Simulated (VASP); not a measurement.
# Ta (Fmmm) in VASP: a series of runs

The runs below take Ta through single point, with PBEsol.

Everything below comes from runs of VASP 6.6.1. Logs are shortened: lines on timing, memory, paths and dates and some standing lists are left out, and cuts for length are marked.

**1. The cell of the first run**

Symmetry: Fmmm, No. 69, orthorhombic system. Conventional cell: a = 3.303 Å, b = 4.624 Å, c = 4.717 Å, α = 90.00°, β = 90.00°, γ = 90.00°. Within 3.7 Å of Ta (site symmetry mmm) lie 14 Ta at 2.84 to 3.30 Å.

**2. Single point, PBEsol (strain -0.0200 x Voigt [0, 0, 0, 0, 1, 0])**

INCAR

```
PREC     = Accurate       # precision mode
ENCUT    = 520            # plane-wave cutoff, eV
EDIFF    = 1E-6           # SCF threshold, eV
ISMEAR   = 0              # smearing method
SIGMA    = 0.15           # smearing width, eV
LREAL    = False          # projectors in reciprocal space
LASPH    = True           # aspherical terms in the spheres
NELM     = 80             # most SCF steps
ALGO     = Fast           # electronic algorithm
ISIF     = 2              # what is computed and relaxed
LWAVE    = False          # write WAVECAR
LCHARG   = False          # write CHGCAR
GGA      = PS             # functional
NBANDS   = 12             # bands
```

KPOINTS

```
regular mesh
0
Gamma
  20 20 20
```

POSCAR

```
Ta
1.0
   -1.6677928000      1.6512800000      1.6677928000
    1.6347672000     -1.6512800000      1.6347672000
    1.6677928000      1.6512800000     -1.6677928000
Ta
1
Direct
    0.0000000000      0.0000000000      0.0000000000
```

Potentials or basis: VASP PAW PBE potentials, release 64 (Ta_pv).

Launch:

```
$ cat potpaw_PBE.64/Ta_pv/POTCAR > POTCAR
$ mpirun -np 1 vasp_std > vasp.out
```

OUTCAR:

```text
PREC = Accurate
   ENCUT = 520
   EDIFF = 1E-6
   ISMEAR = 0
   LREAL = False
   LASPH = True
   NELM = 80
   ISIF = 2
   GGA = PS

 ion  position               nearest neighbor table
   1  0.000  0.000  0.000-

  LATTYP: Found a face centered orthorhombic cell.
 ALAT       =     3.3025600000
 B/A-ratio  =     1.4000714267
 C/A-ratio  =     1.4283556980

  Lattice vectors:

 A1 = (   3.3025600000,   0.0000000000,  -0.0330256000)
 A2 = (   1.6677928000,   1.6512800000,  -1.6677928000)
 A3 = (   1.6347672000,   1.6512800000,   1.6347672000)

Analysis of symmetry for initial positions (statically):
=====================================================================
 Subroutine PRICEL returns:
 Original cell was already a primitive cell.

 Routine SETGRP: Setting up the symmetry group for a
 face centered orthorhombic supercell.

 Subroutine GETGRP returns: Found  8 space group operations
 (whereof  8 operations were pure point group operations)
 out of a pool of  8 trial point group operations.

The static configuration has the point symmetry D_2h.

Analysis of symmetry for dynamics (positions and initial velocities):
=====================================================================
 Subroutine PRICEL returns:
 Original cell was already a primitive cell.

 Routine SETGRP: Setting up the symmetry group for a
 face centered orthorhombic supercell.

 Subroutine GETGRP returns: Found  8 space group operations
 (whereof  8 operations were pure point group operations)
 out of a pool of  8 trial point group operations.

The dynamic configuration has the point symmetry D_2h.

 Subroutine INISYM returns: Found  8 space group operations
 (whereof  8 operations are pure point group operations),
 and found     1 'primitive' translations

----------------------------------------------------------------------------------------

                                     Primitive cell

  volume of cell :      18.0085

  direct lattice vectors                    reciprocal lattice vectors
    -1.667792800  1.651280000  1.667792800     0.003028257  0.302795407  0.302825690
     1.634767200 -1.651280000  1.634767200     0.305853947  0.000000000  0.305853947
     1.667792800  1.651280000 -1.667792800     0.302825690  0.302795407  0.003028257

  length of vectors
     2.879199765  2.841065510  2.879199765     0.428249492  0.432542799  0.428249492

  position of ions in fractional coordinates (direct lattice)
     0.000000000  0.000000000  0.000000000

  ion indices of the primitive-cell ions
   primitive index   ion index
                 1           1

----------------------------------------------------------------------------------------

 KPOINTS: regular mesh

Automatic generation of k-mesh.
 Grid dimensions read from file:
 generate k-points for:   20   20   20

 Generating k-lattice:

  Cartesian coordinates                     Fractional coordinates (reciprocal lattice)
     0.000151413  0.015139770  0.015141284     0.050000000  0.000000000  0.000000000
     0.015292697  0.000000000  0.015292697     0.000000000  0.050000000  0.000000000
     0.015141284  0.015139770  0.000151413     0.000000000 -0.000000000  0.050000000

  Length of vectors
     0.021412475  0.021627140  0.021412475

  Shift w.r.t. Gamma in fractional coordinates (k-lattice)
     0.000000000  0.000000000  0.000000000

 Subroutine IBZKPT returns following result:
 ===========================================

 Found   1166 irreducible k-points:

 Following reciprocal coordinates:
            Coordinates               Weight
  0.000000  0.000000  0.000000      1.000000
  0.050000  0.000000  0.000000      8.000000
  0.100000  0.000000 -0.000000      8.000000
  0.150000 -0.000000  0.000000      8.000000
  0.200000  0.000000 -0.000000      8.000000
  0.250000  0.000000 -0.000000      8.000000
[... 16 lines left out ...]
 -0.450000  0.050000  0.000000      8.000000
 -0.400000  0.050000  0.000000      8.000000
 [... further k-points ...]
   k-points           NKPTS =   1166   k-points in BZ     NKDIM =   1166   number of bands    NBANDS=     12
   number of dos      NEDOS =    301   number of ions     NIONS =      1
   total plane-waves  NPLWV =  13824
   dimension x,y,z NGX =    24 NGY =   24 NGZ =   24
   dimension x,y,z NGXF=    48 NGYF=   48 NGZF=   48
   ions per type =               1
   NGX,Y,Z   is equivalent  to a cutoff of  13.86, 14.04, 13.86 a.u.
   NGXF,Y,Z  is equivalent  to a cutoff of  27.72, 28.09, 27.72 a.u.
 SYSTEM =  unknown system
   PREC   = accura    normal or accurate (medium, high low for compatibility)
   ISTART =      0    job   : 0-new  1-cont  2-samecut
   ICHARG =      2    charge: 1-file 2-atom 10-const
   ISPIN  =      1    spin polarized calculation?
   LNONCOLLINEAR =      F non collinear calculations
   LSORBIT =      F    spin-orbit coupling
   LASPH  =      T    aspherical Exc in radial PAW
   ENCUT  =  520.0 eV  38.22 Ry    6.18 a.u.   5.35  5.28  5.35*2*pi/ulx,y,z
   NELM   =     80;   NELMIN=  2; NELMDL= -5     # of ELM steps
   EDIFF  = 0.1E-05   stopping-criterion for ELM
   LREAL  =      F    real-space projection
[... 7 lines left out ...]
   TEBEG  =    0.0;   TEEND  =   0.0 temperature during run
   PSTRESS=    0.0 pullay stress
   NELECT =      11.0000    total number of electrons
   NUPDOWN=      -1.0000    fix difference up-down
   EMIN   =  10.00;   EMAX   =-10.00  energy-range for DOS
   EFERMI =   0.00;   METHOD = LEGACY
   ISMEAR =     0;   SIGMA  =   0.15  broadening in eV -4-tet -1-fermi 0-gaus
   EFERMI_NEDOS =   21; number of points for ismear=-14 and -15
   IALGO  =     68    algorithm
   IMIX   =      4    mixing-type and parameters
     AMIX     =   0.40;   BMIX     =  1.00
     AMIX_MAG =   1.60;   BMIX_MAG =  1.00
  volume/ion in A,a.u.               =      18.01       121.53
  Fermi-wavevector in a.u.,A,eV,Ry     =   1.389034  2.624893 26.251284  1.929415
  Thomas-Fermi vector in A             =   2.513103
   LORBIT       =      0    0 simple, 1 ext, 2 COOP (PROOUT), +10 PAW based schemes
   GGA     = PS    functional components
   LHFCALC =     F    Hartree Fock is set to
   AEXX    =    0.0000 exact exchange contribution
   IVDW    =     0    specifies the selected vdW correction
   LEPSILON=     F    determine dielectric tensor
   LRPA    =     F    only Hartree local field effects (RPA)
 non-spin polarized calculation
 RMM-DIIS sequential band-by-band and
 Gauss-broadening in eV      SIGMA  =   0.15
  energy-cutoff  :      520.00
  volume of cell :       18.01
 maximum number of plane-waves:       495
 NGX is ok and might be reduce to    24
   NGX = 11   NGY = 11   NGZ = 11

 number of electron      11.0000002 magnetization

 Free energy of the ion-electron system (eV)
  ---------------------------------------------------
  ext. energy  EPLUGINS =         0.00000000
  ---------------------------------------------------
  free energy    TOTEN  =       -12.55341083 eV

  energy without entropy =      -12.53889450  energy(sigma->0) =      -12.54615267

 E-fermi :   5.3098     XC(G=0): -12.7291

 val. band max:        5.3093592739   @ k =  -0.0500   0.2500   0.0500
 cond. band min:       5.3105778790   @ k =   0.4000   0.0500   0.2000
 fundamental gap:      0.0012186051
 Fermi energy:         5.3097756254

 k-point     1 :       0.0000    0.0000    0.0000
  band No.  band energies     occupation
      1     -27.7343      2.00000
      2     -27.7030      2.00000
      3     -27.6741      2.00000
      4      -2.6071      2.00000
      5       5.8794      0.00000
      6       6.0284      0.00000
      7       6.2036      0.00000
      8       9.3141      0.00000
      9       9.3288      0.00000
     10      20.1775      0.00000
     11      20.3667      0.00000
     12      20.5541      0.00000

 k-point     2 :       0.0500    0.0000    0.0000
  band No.  band energies     occupation
      1     -27.7506      2.00000
      2     -27.7186      2.00000
      3     -27.6837      2.00000
      4      -2.4944      2.00000
      5       5.8620      0.00000
      6       6.0387      0.00000
      7       6.2274      0.00000
      8       9.1947      0.00000
      9       9.3247      0.00000
     10      20.3513      0.00000
     11      20.5737      0.00000
     12      20.7742      0.00000

 k-point     3 :       0.1000    0.0000   -0.0000
  band No.  band energies     occupation
      1     -27.8293      2.00000
      2     -27.7490      2.00000
      3     -27.6940      2.00000
      4      -2.1659      2.00000
      5       5.7153      0.00013
      6       5.9608      0.00000
      7       6.4930      0.00000
      8       8.9190      0.00000
      9       9.3281      0.00000
     10      20.6875      0.00000
     11      21.1539      0.00000
     12      21.4913      0.00000
[... 286 lines left out ...]
 k-point    23 :      -0.4500    0.0500    0.0000
  band No.  band energies     occupation
      1     -28.8159      2.00000
      2     -28.0751      2.00000
      3     -27.7234      2.00000
      4       0.9984      2.00000
      5       3.8835      2.00000
      6       6.2297      0.00000
      7       9.2043      0.00000
      8      10.1646      0.00000
      9      12.4738      0.00000
     10      17.5028      0.00000
     11      17.9157      0.00000
     12      20.0015      0.00000

 k-point    24 :      -0.4000    0.0500    0.0000
  band No.  band energies     occupation
      1     -28.7154      2.00000
      2     -28.0400      2.00000
      3     -27.7228      2.00000
      4       0.8993      2.00000
      5       4.0491      2.00000
      6       5.6193      0.00352
      7       9.1294      0.00000
      8      10.0015      0.00000
      9      11.4683      0.00000
     10      18.3114      0.00000
     11      18.8035      0.00000
     12      20.0117      0.00000

 [... further k-points ...]

------------------------ aborting loop because EDIFF is reached ----------------------------------------

  FORCE on cell =-STRESS in cart. coord.  units (eV):
  Direction    XX          YY          ZZ          XY          YZ          ZX
  --------------------------------------------------------------------------------------
  -------------------------------------------------------------------------------------
  Total       -0.4081765     -0.3987167     -0.4081765     -0.0000000      0.0000000      0.1715416
  in kB      -36.3144796    -35.4728627    -36.3144796     -0.0000000      0.0000000     15.2616417
  external PRESSURE =     -36.0339406 kB  Pullay stress =       0.0000000 kB

 VOLUME and BASIS-vectors are now :
 -----------------------------------------------------------------------------
  energy-cutoff  :      520.00
  volume of cell :       18.01
      direct lattice vectors                 reciprocal lattice vectors
    -1.667792800  1.651280000  1.667792800     0.003028257  0.302795407  0.302825690
     1.634767200 -1.651280000  1.634767200     0.305853947  0.000000000  0.305853947
     1.667792800  1.651280000 -1.667792800     0.302825690  0.302795407  0.003028257

 POSITION                                       TOTAL-FORCE (eV/Angst)
 -----------------------------------------------------------------------------------
      0.00000      0.00000      0.00000        -0.000000     -0.000000     -0.000000
 -----------------------------------------------------------------------------------
    total drift:                               -0.000000      0.000000      0.000000

  FREE ENERGIE OF THE ION-ELECTRON SYSTEM (eV)
  ---------------------------------------------------
  free  energy   TOTEN  =       -12.5534108283 eV

  energy  without entropy=      -12.5388945027  energy(sigma->0) =      -12.54615267
```

It took 1.8 min on 1 thread of Intel Xeon 6975P-C, shared host; peak memory 0.35 GiB.

Results:

- Free energy: -12.5534 eV
- Pressure: -3.6 GPa

Levels at points of the mesh, in eV from the Fermi level:
| k point | band 4 | band 5 | band 6 | band 7 | band 8 | band 9 |
| --- | --- | --- | --- | --- | --- | --- |
| (0.00, 0.00, 0.00) | -7.92 | 0.57 | 0.72 | 0.89 | 4.00 | 4.02 |
| (0.50, 0.00, 0.00) | -4.38 | -1.54 | 1.62 | 3.89 | 4.91 | 7.81 |
| (0.00, 0.50, 0.00) | -4.36 | -1.50 | 1.78 | 3.75 | 4.75 | 7.96 |
| (0.50, 0.00, 0.50) | -4.40 | -1.59 | 1.47 | 4.02 | 5.07 | 7.69 |
| (0.50, 0.50, 0.50) | -3.80 | -3.80 | 6.64 | 6.85 | 7.07 | 8.57 |

Caveat: the cell differs from its parent crystal (strain -0.0200 x Voigt [0, 0, 0, 0, 1, 0]); the PAW data sets were made with another functional, which shifts forces and pressure a little; spin-orbit coupling is left out, which moves the levels of the heavy elements.

**3. Single point, PBEsol (strain +0.0150 x Voigt [0, 0, 0, 0, 1, 0])**

INCAR

```
SYSTEM = Ta
PREC = Accurate ; ENCUT = 520
EDIFF = 1E-7 ; ISMEAR = 0
SIGMA = 0.15 ; LREAL = .FALSE.
LASPH = .TRUE. ; NELM = 80
ALGO = Fast ; ISIF = 2
LWAVE = .FALSE. ; LCHARG = .FALSE.
GGA = PS ; NBANDS = 12
```

KPOINTS

```
Automatic mesh
0
G
  20 20 20
  0 0 0
```

POSCAR

```
Ta
1.0
   -1.6388954000      1.6512800000      1.6388954000
    1.6636646000     -1.6512800000      1.6636646000
    1.6388954000      1.6512800000     -1.6388954000
Ta
1
Direct
    0.0000000000      0.0000000000      0.0000000000
```

Potentials or basis: VASP PAW PBE potentials, release 64 (Ta_pv).

Launch:

```
$ cat potpaw_PBE.64/Ta_pv/POTCAR > POTCAR
$ mpirun -np 1 vasp_std > vasp.out
```

It took 2.6 min on 1 thread of Intel Xeon 6975P-C, shared host; peak memory 0.35 GiB.

It converged, with:

```yaml
Free_energy: -12.5541 eV
Pressure: -3.6 GPa
```

Stress tensor (GPa, compression positive):
```
-3.60  0.00 -1.15
 0.00 -3.55  0.00
-1.15  0.00 -3.60
```

Levels at points of the mesh, in eV from the Fermi level:
```
           k point  band 3  band 4  band 5  band 6  band 7  band 8  band 9  band 10
(0.00, 0.00, 0.00)  -32.99   -7.92    0.61    0.72    0.85    4.00    4.01    14.91
(0.50, 0.00, 0.00)  -33.02   -4.38   -1.54    1.62    3.88    4.91    7.81    11.73
(0.00, 0.50, 0.00)  -33.00   -4.40   -1.58    1.51    3.98    5.03    7.72    11.53
(0.50, 0.00, 0.50)  -33.04   -4.36   -1.51    1.74    3.78    4.79    7.92    11.87
(0.50, 0.50, 0.50)  -33.81   -3.80   -3.80    6.69    6.85    7.02    8.59     8.67
```

Caveat: the cell differs from its parent crystal (strain +0.0150 x Voigt [0, 0, 0, 0, 1, 0]); the PAW data sets were made with another functional, which shifts forces and pressure a little; spin-orbit coupling is left out, which moves the levels of the heavy elements.

**4. Single point, PBEsol (strain -0.0100 x Voigt [0, 0, 0, 0, 1, 0])**

INCAR

```
SYSTEM = Ta
ALGO = Fast
EDIFF = 1E-6
ENCUT = 520
GGA = PS
ISIF = 2
ISMEAR = 0
LASPH = .TRUE.
LCHARG = .FALSE.
LREAL = .FALSE.
LWAVE = .FALSE.
NBANDS = 12
NELM = 80
PREC = Accurate
SIGMA = 0.15
```

KPOINTS

```
k-points
0
G
  20 20 20
  0 0 0
```

POSCAR

```
Ta
1.0
   -1.6595364000      1.6512800000      1.6595364000
    1.6430236000     -1.6512800000      1.6430236000
    1.6595364000      1.6512800000     -1.6595364000
Ta
1
Direct
    0.0000000000      0.0000000000      0.0000000000
```

Launch:

```
$ cat potpaw_PBE.64/Ta_pv/POTCAR > POTCAR
$ mpirun -np 1 vasp_std > vasp.out
```

Run time: 90 s. Hardware: 1 thread of Intel Xeon 6975P-C, shared host; peak memory 0.35 GiB.

It converged, with:

```
Free energy : -12.5547 eV
Pressure    : -3.6 GPa
```

Stress tensor (GPa, compression positive):
```
-3.62  0.00  0.76
 0.00 -3.60  0.00
 0.76  0.00 -3.62
```

Levels at points of the mesh, in eV from the Fermi level:
```
           k point  band 3  band 4  band 5  band 6  band 7  band 8  band 9  band 10
(0.00, 0.00, 0.00)  -33.00   -7.92    0.65    0.73    0.81    4.00    4.01    14.96
(0.50, 0.00, 0.00)  -33.02   -4.38   -1.54    1.62    3.88    4.91    7.82    11.72
(0.00, 0.50, 0.00)  -33.03   -4.37   -1.52    1.70    3.82    4.83    7.89    11.84
(0.50, 0.00, 0.50)  -33.01   -4.39   -1.56    1.55    3.95    4.99    7.75    11.60
(0.50, 0.50, 0.50)  -33.82   -3.80   -3.80    6.75    6.85    6.96    8.62     8.67
```

Caveat: the cell differs from its parent crystal (strain -0.0100 x Voigt [0, 0, 0, 0, 1, 0]); the PAW data sets were made with another functional, which shifts forces and pressure a little; spin-orbit coupling is left out, which moves the levels of the heavy elements.

**5. Single point, PBEsol (strain +0.0050 x Voigt [0, 0, 0, 0, 1, 0])**

INCAR

```
SYSTEM = Ta
PREC = Accurate
ENCUT = 520
EDIFF = 1E-6
ISMEAR = 0
SIGMA = 0.15
LREAL = .False.
LASPH = .True.
NELM = 80
ALGO = Fast
ISIF = 2
LWAVE = .False.
LCHARG = .False.
GGA = PS
NBANDS = 12
```

KPOINTS

```
regular mesh
0
Gamma
  20 20 20
  0 0 0
```

POSCAR

```
Ta
1.0
   -1.6471518000      1.6512800000      1.6471518000
    1.6554082000     -1.6512800000      1.6554082000
    1.6471518000      1.6512800000     -1.6471518000
Ta
1
Direct
    0.0000000000      0.0000000000      0.0000000000
```

Launch:

```
$ cat potpaw_PBE.64/Ta_pv/POTCAR > POTCAR
$ mpirun -np 1 vasp_std > vasp.out
```

Run time: 2.1 min. Hardware: 1 thread of Intel Xeon 6975P-C, shared host; peak memory 0.35 GiB.

Results (log left out):

- Free energy: -12.5550 eV
- Pressure: -3.6 GPa

Stress tensor (GPa, compression positive):
```
-3.61  0.00 -0.38
 0.00 -3.60  0.00
-0.38  0.00 -3.61
```

Levels at points of the mesh, in eV from the Fermi level:
| k point | band 3 | band 4 | band 5 | band 6 | band 7 | band 8 | band 9 | band 10 |
| --- | --- | --- | --- | --- | --- | --- | --- | --- |
| (0.00, 0.00, 0.00) | -33.01 | -7.92 | 0.69 | 0.73 | 0.77 | 4.00 | 4.00 | 15.01 |
| (0.50, 0.00, 0.00) | -33.02 | -4.38 | -1.54 | 1.63 | 3.88 | 4.91 | 7.82 | 11.72 |
| (0.00, 0.50, 0.00) | -33.02 | -4.38 | -1.55 | 1.59 | 3.92 | 4.95 | 7.79 | 11.66 |
| (0.50, 0.00, 0.50) | -33.03 | -4.37 | -1.53 | 1.66 | 3.85 | 4.87 | 7.85 | 11.78 |
| (0.50, 0.50, 0.50) | -33.83 | -3.80 | -3.80 | 6.80 | 6.85 | 6.91 | 8.65 | 8.67 |

Caveat: the cell differs from its parent crystal (strain +0.0050 x Voigt [0, 0, 0, 0, 1, 0]); the PAW data sets were made with another functional, which shifts forces and pressure a little; spin-orbit coupling is left out, which moves the levels of the heavy elements.

**6. Summary**

| cell | further INCAR settings | gap on the mesh (eV) | pressure (GPa) |
| --- | --- | --- | --- |
| a = 2.879, b = 2.841 Å, angles 109.5, 110.0, 109.5°, 1 atom | ALGO = Fast; EDIFF = 1e-06; NBANDS = 12 | none | -3.6 |
| a = 2.846, b = 2.874 Å, angles 109.5, 109.1, 109.5°, 1 atom | ALGO = Fast; EDIFF = 1e-07; NBANDS = 12 | none | -3.6 |
| a = 2.870, b = 2.851 Å, angles 109.5, 109.7, 109.5°, 1 atom | ALGO = Fast; EDIFF = 1e-06; NBANDS = 12 | none | -3.6 |
| a = 2.855, b = 2.865 Å, angles 109.5, 109.3, 109.5°, 1 atom | ALGO = Fast; EDIFF = 1e-06; NBANDS = 12 | none | -3.6 |

Alike in all rows: task single point; level PBEsol; potentials or basis VASP PAW PBE potentials, release 64 (Ta_pv); no spin polarisation; k mesh 20 × 20 × 20; cutoff (eV) 520; smearing gaussian 0.15 eV.

Caveats: the PAW data sets were made with another functional, which shifts forces and pressure a little; spin-orbit coupling is left out, which moves the levels of the heavy elements.

Total energies depend on the potentials used, so only differences within one code and one set of settings carry meaning.
